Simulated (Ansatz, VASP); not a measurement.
## Two plane-wave programs on Pt

```
Pt
1.0
     2.98152    0.00000    0.00000
    -1.49076    2.58207    0.00000
     0.00000    0.00000    5.17550
Pt
2
Cartesian
  1.4908 0.8607 3.8816
  0.0000 1.7214 1.2939
```

Change from the starting cell: strain +0.080 along x and y, +0.080 along z, atoms carried along.

Alike in both runs: task single point; functional r2SCAN; k mesh 18 × 18 × 10; occupations gaussian, width 0.15 eV; no spin polarisation.

```csv
,VASP,Ansatz
version,VASP 6.6.1,Ansatz 0.2.0
potentials or method,"VASP PAW PBE potentials, release 64 (Pt), cutoff 520 eV","scalar-relativistic, plane waves, PAW"
valence electrons in the cell,20,36
```

```tsv
	VASP	Ansatz	Ansatz less VASP
gap on the k mesh at the Fermi level (eV)	none	none	-
pressure (GPa)	-33.2	-33.3	-0.08
traceless stress, the component that is largest in VASP (GPa)	3.48	3.58	+0.104
```

VASP's potentials were made for PBE, not for r2SCAN. A gap of «none» marks a metal or a gap that the smearing closes. Both programs put the cell under strong tension, so it lies far from rest at this level. The functional is the same, so the differences come from potentials, cutoffs and numerics. VASP's potentials hold 20 valence electrons a cell and Ansatz's 36, so a difference there can come from the potentials and not from the codes.

Spin-orbit coupling is off throughout. Noted on VASP's run: the cell as given lies far from equilibrium.
